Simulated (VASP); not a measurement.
# Al (P6_3/mmc) in VASP: further runs

The runs below take Al through single point, with PBEsol.

Program: VASP 6.6.1. These are calculated values, not measurements. Logs are shortened: lines on timing, memory, paths and dates and some standing lists are left out, and cuts for length are marked.

**1. The cell of the first run**

It takes space group P6_3/mmc (No. 194, hexagonal). Conventional cell: a = 2.827 Å, b = 2.827 Å, c = 9.186 Å, α = 90.00°, β = 90.00°, γ = 120.00°. Within 3.7 Å of Al (site symmetry -3m) lie 12 Al at 2.82 to 2.83 Å. Al (site symmetry -6m2) has 12 Al at 2.82 to 2.83 Å within 3.7 Å.

**2. Single point, PBEsol**

Contents of INCAR:

```
SYSTEM = Al
ALGO     = Normal         ! electronic algorithm
EDIFF    = 1E-6           ! SCF threshold, eV
ENCUT    = 520            ! plane-wave cutoff, eV
GGA      = PS             ! functional
ISIF     = 2              ! what is computed and relaxed
ISMEAR   = 1              ! smearing method
LASPH    = .True.         ! aspherical terms in the spheres
LCHARG   = .False.        ! write CHGCAR
LREAL    = .False.        ! projectors in reciprocal space
LWAVE    = .False.        ! write WAVECAR
NBANDS   = 14             ! bands
NELM     = 60             ! most SCF steps
PREC     = Accurate       ! precision mode
SIGMA    = 0.1            ! smearing width, eV
```

Contents of KPOINTS:

```
k-points
0
Gamma
  3 3 1
  0 0 0
```

Contents of POSCAR:

```
Al
1.0
    2.8270770000      0.0000000000      0.0000000000
   -1.4135390000      2.4483210000      0.0000000000
    0.0000000000      0.0000000000      9.1859930000
Al
4
Direct
    0.0000000000      0.0000000000      0.0000000000
    0.3333333333      0.6666666667      0.2500000000
    0.0000000000      0.0000000000      0.5000000000
    0.6666666667      0.3333333333      0.7500000000
```

Potentials or basis: VASP PAW PBE potentials, release 64 (Al).

Started as:

```sh
> cat potpaw_PBE.64/Al/POTCAR > POTCAR
> mpirun -np 1 vasp_std > vasp.out
```

OUTCAR:

```text
SYSTEM = Al
   EDIFF = 1E-6
   ENCUT = 520
   GGA = PS
   ISIF = 2
   ISMEAR = 1
   LASPH = .True.
   LREAL = .False.
   NELM = 60
   PREC = Accurate

 ion  position               nearest neighbor table
   1  0.000  0.000  0.000-   4 2.82   2 2.82   4 2.82   2 2.82   4 2.82   2 2.82
   2  0.333  0.667  0.250-   1 2.82   3 2.82   1 2.82   3 2.82   1 2.82   3 2.82
   3  0.000  0.000  0.500-   4 2.82   2 2.82   4 2.82   2 2.82   4 2.82   2 2.82
   4  0.667  0.333  0.750-   1 2.82   3 2.82   1 2.82   3 2.82   1 2.82   3 2.82

  LATTYP: Found a hexagonal cell.
 ALAT       =     2.8270770000
 C/A-ratio  =     3.2492899910

  Lattice vectors:

 A1 = (   2.8270770000,   0.0000000000,   0.0000000000)
 A2 = (  -1.4135390000,   2.4483210000,   0.0000000000)
 A3 = (   0.0000000000,   0.0000000000,   9.1859930000)

Analysis of symmetry for initial positions (statically):
=====================================================================
 Subroutine PRICEL returns:
 Original cell was already a primitive cell.

 Routine SETGRP: Setting up the symmetry group for a
 hexagonal supercell.

 Subroutine GETGRP returns: Found 24 space group operations
 (whereof 12 operations were pure point group operations)
 out of a pool of 24 trial point group operations.

The static configuration has the point symmetry D_3d.
 The point group associated with its full space group is D_6h.

Analysis of symmetry for dynamics (positions and initial velocities):
=====================================================================
 Subroutine PRICEL returns:
 Original cell was already a primitive cell.

 Routine SETGRP: Setting up the symmetry group for a
 hexagonal supercell.

 Subroutine GETGRP returns: Found 24 space group operations
 (whereof 12 operations were pure point group operations)
 out of a pool of 24 trial point group operations.

The dynamic configuration has the point symmetry D_3d.
 The point group associated with its full space group is D_6h.

 Subroutine INISYM returns: Found 24 space group operations
 (whereof 12 operations are pure point group operations),
 and found     1 'primitive' translations

----------------------------------------------------------------------------------------

                                     Primitive cell

  volume of cell :      63.5817

  direct lattice vectors                    reciprocal lattice vectors
     2.827077000  0.000000000  0.000000000     0.353722237  0.204221659  0.000000000
    -1.413539000  2.448321000  0.000000000     0.000000000  0.408443174  0.000000000
     0.000000000  0.000000000  9.185993000     0.000000000  0.000000000  0.108861394

  length of vectors
     2.827077000  2.827077683  9.185993000     0.408443273  0.408443174  0.108861394

  position of ions in fractional coordinates (direct lattice)
     0.000000000  0.000000000  0.000000000
     0.333333333  0.666666667  0.250000000
     0.000000000  0.000000000  0.500000000
     0.666666667  0.333333333  0.750000000

  ion indices of the primitive-cell ions
   primitive index   ion index
                 1           1
                 2           2
                 3           3
                 4           4

----------------------------------------------------------------------------------------

 KPOINTS: k-points

Automatic generation of k-mesh.
 Grid dimensions read from file:
 generate k-points for:    3    3    1

 Generating k-lattice:

  Cartesian coordinates                     Fractional coordinates (reciprocal lattice)
     0.117907412  0.068073886  0.000000000     0.333333333  0.000000000  0.000000000
     0.000000000  0.136147725  0.000000000     0.000000000  0.333333333  0.000000000
     0.000000000  0.000000000  0.108861394     0.000000000  0.000000000  1.000000000

  Length of vectors
     0.136147758  0.136147725  0.108861394

  Shift w.r.t. Gamma in fractional coordinates (k-lattice)
     0.000000000  0.000000000  0.000000000

 Subroutine IBZKPT returns following result:
 ===========================================

 Found      3 irreducible k-points:

 Following reciprocal coordinates:
            Coordinates               Weight
  0.000000  0.000000  0.000000      1.000000
  0.333333  0.000000  0.000000      6.000000
  0.333333  0.333333  0.000000      2.000000
   k-points           NKPTS =      3   k-points in BZ     NKDIM =      3   number of bands    NBANDS=     14
   number of dos      NEDOS =    301   number of ions     NIONS =      4
   total plane-waves  NPLWV =  40320
   dimension x,y,z NGX =    24 NGY =   24 NGZ =   70
   dimension x,y,z NGXF=    48 NGYF=   48 NGZF=  140
   ions per type =               4
   NGX,Y,Z   is equivalent  to a cutoff of  14.11, 14.11, 12.67 a.u.
   NGXF,Y,Z  is equivalent  to a cutoff of  28.23, 28.23, 25.34 a.u.
 SYSTEM =  Al
   PREC   = accura    normal or accurate (medium, high low for compatibility)
   ISTART =      0    job   : 0-new  1-cont  2-samecut
   ICHARG =      2    charge: 1-file 2-atom 10-const
   ISPIN  =      1    spin polarized calculation?
   LNONCOLLINEAR =      F non collinear calculations
   LSORBIT =      F    spin-orbit coupling
   LASPH  =      T    aspherical Exc in radial PAW
   ENCUT  =  520.0 eV  38.22 Ry    6.18 a.u.   5.26  5.26 17.08*2*pi/ulx,y,z
   NELM   =     60;   NELMIN=  2; NELMDL= -5     # of ELM steps
   EDIFF  = 0.1E-05   stopping-criterion for ELM
   LREAL  =      F    real-space projection
   EDIFFG = 0.1E-04   stopping-criterion for IOM
   NSW    =      0    number of steps for IOM
   IBRION =     -1    ionic relax: 0-MD 1-quasi-New 2-CG
   NFREE  =      0    steps in history (QN), initial steepest desc. (CG)
   ISIF   =      2    stress and relaxation
   ISYM   =      2    0-nonsym 1-usesym 2-fastsym
   POTIM  = 0.5000    time-step for ionic-motion
   TEBEG  =    0.0;   TEEND  =   0.0 temperature during run
   PSTRESS=    0.0 pullay stress
   NELECT =      12.0000    total number of electrons
   NUPDOWN=      -1.0000    fix difference up-down
   EMIN   =  10.00;   EMAX   =-10.00  energy-range for DOS
   EFERMI =   0.00;   METHOD = LEGACY
   ISMEAR =     1;   SIGMA  =   0.10  broadening in eV -4-tet -1-fermi 0-gaus
   EFERMI_NEDOS =   21; number of points for ismear=-14 and -15
   IALGO  =     38    algorithm
   IMIX   =      4    mixing-type and parameters
     AMIX     =   0.40;   BMIX     =  1.00
     AMIX_MAG =   1.60;   BMIX_MAG =  1.00
  volume/ion in A,a.u.               =      15.90       107.27
  Fermi-wavevector in a.u.,A,eV,Ry     =   0.939055  1.774557 11.997958  0.881825
  Thomas-Fermi vector in A             =   2.066329
   LORBIT       =      0    0 simple, 1 ext, 2 COOP (PROOUT), +10 PAW based schemes
   GGA     = PS    functional components
   LHFCALC =     F    Hartree Fock is set to
   AEXX    =    0.0000 exact exchange contribution
   IVDW    =     0    specifies the selected vdW correction
   LEPSILON=     F    determine dielectric tensor
   LRPA    =     F    only Hartree local field effects (RPA)
 non-spin polarized calculation
 Methfessel and Paxton  Order N= 1 SIGMA  =   0.10
  energy-cutoff  :      520.00
  volume of cell :       63.58
 maximum number of plane-waves:      1717
 NGX is ok and might be reduce to    24
   NGX = 11   NGY = 11   NGZ = 35

 number of electron      12.0000000 magnetization

 Free energy of the ion-electron system (eV)
  ---------------------------------------------------
  ext. energy  EPLUGINS =         0.00000000
  ---------------------------------------------------
  free energy    TOTEN  =       -15.84060067 eV

  energy without entropy =      -15.83098468  energy(sigma->0) =      -15.83739534

 E-fermi :   7.7616     XC(G=0): -10.3938

 val. band max:        7.3803207868   @ k =   0.3333   0.3333   0.0000
 cond. band min:       7.8053003394   @ k =   0.3333   0.0000   0.0000
 fundamental gap:      0.4249795525
 Fermi energy:         7.7616376260

 k-point     1 :       0.0000    0.0000    0.0000
  band No.  band energies     occupation
      1      -3.0457      2.00000
      2      -1.3044      2.00000
      3      -1.3018      2.00000
      4       3.6318      2.00000
      5       3.9807      2.00000
      6      11.9489      0.00000
      7      11.9614      0.00000
      8      19.2072      0.00000
      9      19.2072      0.00000
     10      19.3572      0.00000
     11      19.3572      0.00000
     12      20.3261      0.00000
     13      20.3271      0.00000
     14      20.4959      0.00000

 k-point     2 :       0.3333    0.0000    0.0000
  band No.  band energies     occupation
      1      -0.3308      2.00000
      2       1.3730      2.00000
      3       1.3778      2.00000
      4       6.1487      2.00000
      5       6.3807      2.00000
      6       7.8053      0.33333
      7       9.2143     -0.00000
      8       9.3048     -0.00000
      9      13.7868      0.00000
     10      13.9831      0.00000
     11      14.2582      0.00000
     12      14.4200      0.00000
     13      14.6233      0.00000
     14      16.1116      0.00000

 k-point     3 :       0.3333    0.3333    0.0000
  band No.  band energies     occupation
      1       4.8509      2.00000
      2       4.9634      2.00000
      3       4.9634      2.00000
      4       5.9123      2.00000
      5       6.2597      2.00000
      6       6.2597      2.00000
      7       6.9665      2.00000
      8       6.9665      2.00000
      9       7.3803      2.00000
     10      10.8189      0.00000
     11      11.6054      0.00000
     12      11.6054      0.00000
     13      11.8737      0.00000
     14      11.8737      0.00000

------------------------ aborting loop because EDIFF is reached ----------------------------------------

  FORCE on cell =-STRESS in cart. coord.  units (eV):
  Direction    XX          YY          ZZ          XY          YZ          ZX
  --------------------------------------------------------------------------------------
  -------------------------------------------------------------------------------------
  Total       -1.0460489     -1.0460494      4.5806827      0.0000002      0.0000000      0.0000000
  in kB      -26.3590938    -26.3591045    115.4273411      0.0000054      0.0000000      0.0000000
  external PRESSURE =      20.9030476 kB  Pullay stress =       0.0000000 kB

 VOLUME and BASIS-vectors are now :
 -----------------------------------------------------------------------------
  energy-cutoff  :      520.00
  volume of cell :       63.58
      direct lattice vectors                 reciprocal lattice vectors
     2.827077000  0.000000000  0.000000000     0.353722237  0.204221659  0.000000000
    -1.413539000  2.448321000  0.000000000     0.000000000  0.408443174  0.000000000
     0.000000000  0.000000000  9.185993000     0.000000000  0.000000000  0.108861394

 POSITION                                       TOTAL-FORCE (eV/Angst)
 -----------------------------------------------------------------------------------
      0.00000      0.00000      0.00000         0.000000      0.000000     -0.000000
     -0.00000      1.63221      2.29650         0.000000     -0.000000      0.000000
      0.00000      0.00000      4.59300         0.000000      0.000000     -0.000000
      1.41354      0.81611      6.88949        -0.000000      0.000000     -0.000000
 -----------------------------------------------------------------------------------
    total drift:                               -0.000000      0.000000      0.000000

  FREE ENERGIE OF THE ION-ELECTRON SYSTEM (eV)
  ---------------------------------------------------
  free  energy   TOTEN  =       -15.8406006728 eV

  energy  without entropy=      -15.8309846777  energy(sigma->0) =      -15.83739534
```

It took 5.5 s on 1 thread of Intel Xeon 6975P-C, shared host; peak memory 0.17 GiB.

What came out:

```yaml
Free_energy: -15.8406 eV
Pressure: 2.1 GPa
Band_gap_on_the_k_mesh: zero (band 6 reaches 11.95 eV, above the bottom of band 7 at 6.97 eV)
```

Levels at points of the mesh, in eV from the Fermi level:
```
           k point  band 3  band 4  band 5  band 6  band 7  band 8
(0.00, 0.00, 0.00)   -9.06   -4.13   -3.78    4.19    4.20   11.45
```

Caveat: the k points lie up to 0.86 Å⁻¹ apart; the PAW data sets were made with another functional, which shifts forces and pressure a little.

(Part 1 of 2 ends here.)
